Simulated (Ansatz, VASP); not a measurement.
## KF in VASP and in Ansatz

```
K F
1.0
     0.00000    2.74034    2.60666
     2.74034    0.00000    2.60666
     2.74034    2.74034    0.00000
K F
1 1
Direct
  0.00000 0.00000 0.00000
  0.50000 0.50000 0.50000
```

Change from the starting cell: strain +0.025 along x and y, -0.025 along z, atoms carried along.

Alike in both runs: task single point; functional r2SCAN; k mesh 8 × 8 × 8; occupations gaussian, width 0.05 eV; no spin polarisation.

```csv
,VASP,Ansatz
version,VASP 6.6.1,Ansatz 0.2.0
potentials or method,"VASP PAW PBE potentials, release 64 (K_sv, F), cutoff 520 eV","scalar-relativistic, plane waves, PAW"
valence electrons in the cell,16,16
```

|  | VASP | Ansatz | Ansatz less VASP |
| --- | --- | --- | --- |
| gap on the k mesh at the Fermi level (eV) | 6.63 | 6.63 | +0.001 |
| least direct gap on the mesh (eV) | 6.63 | 6.63 | +0.001 |
| pressure (GPa) | -1.1 | -1.1 | +0.05 |
| traceless stress, the component that is largest in VASP (GPa) | 1.91 | 1.85 | -0.058 |

VASP's potentials were made for PBE, not for r2SCAN. The functional is the same, so the differences come from potentials, cutoffs and numerics.
